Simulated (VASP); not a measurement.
# Pb (I4/mmm) in VASP: notebook

The runs below take Pb through single point, with PBEsol.

All numbers are computed with VASP 6.6.1; they aren't measurements. Logs are shortened: lines on timing, memory, paths and dates and some standing lists are left out, and cuts for length are marked.

### Step 1. The cell of the first run

Symmetry: I4/mmm, No. 139, tetragonal system. The conventional cell has a = 3.353 Å, b = 3.353 Å, c = 5.335 Å, α = 90.00°, β = 90.00°, γ = 90.00°. Within 4.4 Å of Pb (site symmetry 4/mmm) lie 12 Pb at 3.35 to 3.57 Å.

### Step 2. Single point, PBEsol (strain -0.040 along x and y, +0.080 along z)

Contents of INCAR:

```
ALGO = Fast
EDIFF = 1E-6
ENCUT = 520
GGA = PS
ISIF = 2
ISMEAR = 0
LASPH = T
LCHARG = F
LREAL = F
LWAVE = F
NBANDS = 13
NELM = 60
PREC = Accurate
SIGMA = 0.15
```

Contents of KPOINTS:

```
k-points
0
Gamma
  16 16 16
```

Contents of POSCAR:

```
Pb
1.0
    0.0000000000      2.3710080000      2.6673840000
    2.3710080000      0.0000000000      2.6673840000
    2.3710080000      2.3710080000      0.0000000000
Pb
1
Direct
    0.0000000000      0.0000000000      0.0000000000
```

Potentials or basis: VASP PAW PBE potentials, release 64 (Pb_d).

Command:

```console
$ cat potpaw_PBE.64/Pb_d/POTCAR > POTCAR
$ mpirun -np 1 vasp_std > vasp.out
```

OUTCAR:

```text
EDIFF = 1E-6
   ENCUT = 520
   GGA = PS
   ISIF = 2
   ISMEAR = 0
   LASPH = T
   LREAL = F
   NELM = 60
   PREC = Accurate

 ion  position               nearest neighbor table
   1  0.000  0.000  0.000-

  LATTYP: Found a body centered tetragonal cell.
 ALAT       =     3.3531116701
 C/A-ratio  =     1.5909902577

  Lattice vectors:

 A1 = (  -2.3710080000,   0.0000000000,   2.6673840000)
 A2 = (   2.3710080000,   0.0000000000,   2.6673840000)
 A3 = (   0.0000000000,   2.3710080000,  -2.6673840000)

Analysis of symmetry for initial positions (statically):
=====================================================================
 Subroutine PRICEL returns:
 Original cell was already a primitive cell.

 Routine SETGRP: Setting up the symmetry group for a
 body centered tetragonal supercell.

 Subroutine GETGRP returns: Found 16 space group operations
 (whereof 16 operations were pure point group operations)
 out of a pool of 16 trial point group operations.

The static configuration has the point symmetry D_4h.

Analysis of symmetry for dynamics (positions and initial velocities):
=====================================================================
 Subroutine PRICEL returns:
 Original cell was already a primitive cell.

 Routine SETGRP: Setting up the symmetry group for a
 body centered tetragonal supercell.

 Subroutine GETGRP returns: Found 16 space group operations
 (whereof 16 operations were pure point group operations)
 out of a pool of 16 trial point group operations.

The dynamic configuration has the point symmetry D_4h.

 Subroutine INISYM returns: Found 16 space group operations
 (whereof 16 operations are pure point group operations),
 and found     1 'primitive' translations

----------------------------------------------------------------------------------------

                                     Primitive cell

  volume of cell :      29.9904

  direct lattice vectors                    reciprocal lattice vectors
     0.000000000  2.371008000  2.667384000    -0.210880773  0.210880773  0.187449576
     2.371008000  0.000000000  2.667384000     0.210880773 -0.210880773  0.187449576
     2.371008000  2.371008000  0.000000000     0.210880773  0.210880773 -0.187449576

  length of vectors
     3.568839635  3.568839635  3.353111670     0.352248129  0.352248129  0.352248129

  position of ions in fractional coordinates (direct lattice)
     0.000000000  0.000000000  0.000000000

  ion indices of the primitive-cell ions
   primitive index   ion index
                 1           1

----------------------------------------------------------------------------------------

 KPOINTS: k-points

Automatic generation of k-mesh.
 Grid dimensions read from file:
 generate k-points for:   16   16   16

 Generating k-lattice:

  Cartesian coordinates                     Fractional coordinates (reciprocal lattice)
    -0.013180048  0.013180048  0.011715599     0.062500000  0.000000000  0.000000000
     0.013180048 -0.013180048  0.011715599     0.000000000  0.062500000  0.000000000
     0.013180048  0.013180048 -0.011715599     0.000000000  0.000000000  0.062500000

  Length of vectors
     0.022015508  0.022015508  0.022015508

  Shift w.r.t. Gamma in fractional coordinates (k-lattice)
     0.000000000  0.000000000  0.000000000

 Subroutine IBZKPT returns following result:
 ===========================================

 Found    349 irreducible k-points:

 Following reciprocal coordinates:
            Coordinates               Weight
  0.000000  0.000000  0.000000      1.000000
  0.062500  0.000000  0.000000      8.000000
  0.125000  0.000000  0.000000      8.000000
  0.187500  0.000000  0.000000      8.000000
  0.250000  0.000000  0.000000      8.000000
  0.312500  0.000000  0.000000      8.000000
[... 16 lines left out ...]
 -0.125000  0.062500  0.000000      8.000000
 -0.062500  0.062500  0.000000      4.000000
 [... further k-points ...]
   k-points           NKPTS =    349   k-points in BZ     NKDIM =    349   number of bands    NBANDS=     13
   number of dos      NEDOS =    301   number of ions     NIONS =      1
   total plane-waves  NPLWV =  21952
   dimension x,y,z NGX =    28 NGY =   28 NGZ =   28
   dimension x,y,z NGXF=    56 NGYF=   56 NGZF=   56
   ions per type =               1
   NGX,Y,Z   is equivalent  to a cutoff of  13.04, 13.04, 13.88 a.u.
   NGXF,Y,Z  is equivalent  to a cutoff of  26.09, 26.09, 27.76 a.u.
 SYSTEM =  unknown system
   PREC   = accura    normal or accurate (medium, high low for compatibility)
   ISTART =      0    job   : 0-new  1-cont  2-samecut
   ICHARG =      2    charge: 1-file 2-atom 10-const
   ISPIN  =      1    spin polarized calculation?
   LNONCOLLINEAR =      F non collinear calculations
   LSORBIT =      F    spin-orbit coupling
   LASPH  =      T    aspherical Exc in radial PAW
   ENCUT  =  520.0 eV  38.22 Ry    6.18 a.u.   6.64  6.64  6.23*2*pi/ulx,y,z
   NELM   =     60;   NELMIN=  2; NELMDL= -5     # of ELM steps
   EDIFF  = 0.1E-05   stopping-criterion for ELM
   LREAL  =      F    real-space projection
   EDIFFG = 0.1E-04   stopping-criterion for IOM
   NSW    =      0    number of steps for IOM
   IBRION =     -1    ionic relax: 0-MD 1-quasi-New 2-CG
   NFREE  =      0    steps in history (QN), initial steepest desc. (CG)
   ISIF   =      2    stress and relaxation
   ISYM   =      2    0-nonsym 1-usesym 2-fastsym
   POTIM  = 0.5000    time-step for ionic-motion
   TEBEG  =    0.0;   TEEND  =   0.0 temperature during run
   PSTRESS=    0.0 pullay stress
   NELECT =      14.0000    total number of electrons
   NUPDOWN=      -1.0000    fix difference up-down
   EMIN   =  10.00;   EMAX   =-10.00  energy-range for DOS
   EFERMI =   0.00;   METHOD = LEGACY
   ISMEAR =     0;   SIGMA  =   0.15  broadening in eV -4-tet -1-fermi 0-gaus
   EFERMI_NEDOS =   21; number of points for ismear=-14 and -15
   IALGO  =     68    algorithm
   IMIX   =      4    mixing-type and parameters
     AMIX     =   0.40;   BMIX     =  1.00
     AMIX_MAG =   1.60;   BMIX_MAG =  1.00
  volume/ion in A,a.u.               =      29.99       202.38
  Fermi-wavevector in a.u.,A,eV,Ry     =   1.269961  2.399878 21.943482  1.612800
  Thomas-Fermi vector in A             =   2.402974
   LORBIT       =      0    0 simple, 1 ext, 2 COOP (PROOUT), +10 PAW based schemes
   GGA     = PS    functional components
   LHFCALC =     F    Hartree Fock is set to
   AEXX    =    0.0000 exact exchange contribution
   IVDW    =     0    specifies the selected vdW correction
   LEPSILON=     F    determine dielectric tensor
   LRPA    =     F    only Hartree local field effects (RPA)
 non-spin polarized calculation
 RMM-DIIS sequential band-by-band and
 Gauss-broadening in eV      SIGMA  =   0.15
  energy-cutoff  :      520.00
  volume of cell :       29.99
 maximum number of plane-waves:       823
   NGX = 13   NGY = 13   NGZ = 13

 number of electron      13.9999998 magnetization

 Free energy of the ion-electron system (eV)
  ---------------------------------------------------
  ext. energy  EPLUGINS =         0.00000000
  ---------------------------------------------------
  free energy    TOTEN  =        -3.98876083 eV

  energy without entropy =       -3.98292934  energy(sigma->0) =       -3.98584508

 E-fermi :   7.2647     XC(G=0): -10.3922

 val. band max:        7.2629230333   @ k =  -0.4375   0.3125   0.2500
 cond. band min:       7.2766397858   @ k =  -0.3125   0.3125   0.2500
 fundamental gap:      0.0137167525
 Fermi energy:         7.2647060496

 k-point     1 :       0.0000    0.0000    0.0000
  band No.  band energies     occupation
      1      -9.8860      2.00000
      2      -9.7185      2.00000
      3      -9.7185      2.00000
      4      -9.7075      2.00000
      5      -9.5594      2.00000
      6      -4.6271      2.00000
      7      14.7094      0.00000
      8      14.7094      0.00000
      9      14.7229      0.00000
     10      17.1341      0.00000
     11      18.7173      0.00000
     12      19.1963      0.00000
     13      19.7820      0.00000

 k-point     2 :       0.0625    0.0000    0.0000
  band No.  band energies     occupation
      1      -9.8786      2.00000
      2      -9.7202      2.00000
      3      -9.7135      2.00000
      4      -9.7044      2.00000
      5      -9.5624      2.00000
      6      -4.5506      2.00000
      7      13.7607      0.00000
      8      14.5455      0.00000
      9      14.6674      0.00000
     10      16.9335      0.00000
     11      18.9007      0.00000
     12      19.1616      0.00000
     13      20.0735      0.00000

 k-point     3 :       0.1250    0.0000    0.0000
  band No.  band energies     occupation
      1      -9.8602      2.00000
      2      -9.7288      2.00000
      3      -9.7003      2.00000
      4      -9.6897      2.00000
      5      -9.5696      2.00000
      6      -4.3207      2.00000
      7      11.9097      0.00000
      8      14.0975      0.00000
      9      14.5558      0.00000
     10      16.6556      0.00000
     11      18.3666      0.00000
     12      19.8176      0.00000
     13      20.5129      0.00000
[... 305 lines left out ...]
 k-point    23 :      -0.1250    0.0625    0.0000
  band No.  band energies     occupation
      1      -9.8320      2.00000
      2      -9.7422      2.00000
      3      -9.6931      2.00000
      4      -9.6675      2.00000
      5      -9.5872      2.00000
      6      -4.1098      2.00000
      7      10.9613      0.00000
      8      12.9080      0.00000
      9      14.9807      0.00000
     10      16.9479      0.00000
     11      19.2606      0.00000
     12      19.5494      0.00000
     13      20.3098      0.00000

 k-point    24 :      -0.0625    0.0625    0.0000
  band No.  band energies     occupation
      1      -9.8555      2.00000
      2      -9.7301      2.00000
      3      -9.7074      2.00000
      4      -9.6927      2.00000
      5      -9.5735      2.00000
      6      -4.4071      2.00000
      7      12.6854      0.00000
      8      13.7386      0.00000
      9      14.8879      0.00000
     10      16.8749      0.00000
     11      19.2752      0.00000
     12      19.3348      0.00000
     13      20.0709      0.00000

 [... further k-points ...]

------------------------ aborting loop because EDIFF is reached ----------------------------------------

  FORCE on cell =-STRESS in cart. coord.  units (eV):
  Direction    XX          YY          ZZ          XY          YZ          ZX
  --------------------------------------------------------------------------------------
  -------------------------------------------------------------------------------------
  Total        0.1794190      0.1794190     -0.2299089      0.0000000      0.0000000      0.0000000
  in kB        9.5851148      9.5851148    -12.2824463      0.0000000      0.0000000      0.0000000
  external PRESSURE =       2.2959278 kB  Pullay stress =       0.0000000 kB

 VOLUME and BASIS-vectors are now :
 -----------------------------------------------------------------------------
  energy-cutoff  :      520.00
  volume of cell :       29.99
      direct lattice vectors                 reciprocal lattice vectors
     0.000000000  2.371008000  2.667384000    -0.210880773  0.210880773  0.187449576
     2.371008000  0.000000000  2.667384000     0.210880773 -0.210880773  0.187449576
     2.371008000  2.371008000  0.000000000     0.210880773  0.210880773 -0.187449576

 POSITION                                       TOTAL-FORCE (eV/Angst)
 -----------------------------------------------------------------------------------
      0.00000      0.00000      0.00000         0.000000      0.000000      0.000000
 -----------------------------------------------------------------------------------
    total drift:                               -0.000000     -0.000000     -0.000000

  FREE ENERGIE OF THE ION-ELECTRON SYSTEM (eV)
  ---------------------------------------------------
  free  energy   TOTEN  =        -3.9887608302 eV

  energy  without entropy=       -3.9829293360  energy(sigma->0) =       -3.98584508
```

Wall time 3.3 min (1 thread of Intel Xeon Platinum 8375C at 2.90GHz (Ice Lake), shared host); peak memory 0.25 GiB.

What came out:

```yaml
Free_energy: -3.9888 eV
Pressure: 0.2 GPa
Band_gap_on_the_k_mesh: zero (band 7 reaches 14.71 eV, above the bottom of band 8 at 5.25 eV)
```

Caveat: the cell differs from its parent crystal (strain -0.040 along x and y, +0.080 along z); the PAW data sets were made with another functional, which shifts forces and pressure a little; spin-orbit coupling is left out, which moves the levels of the heavy elements.

(Part 1 of 2 ends here.)
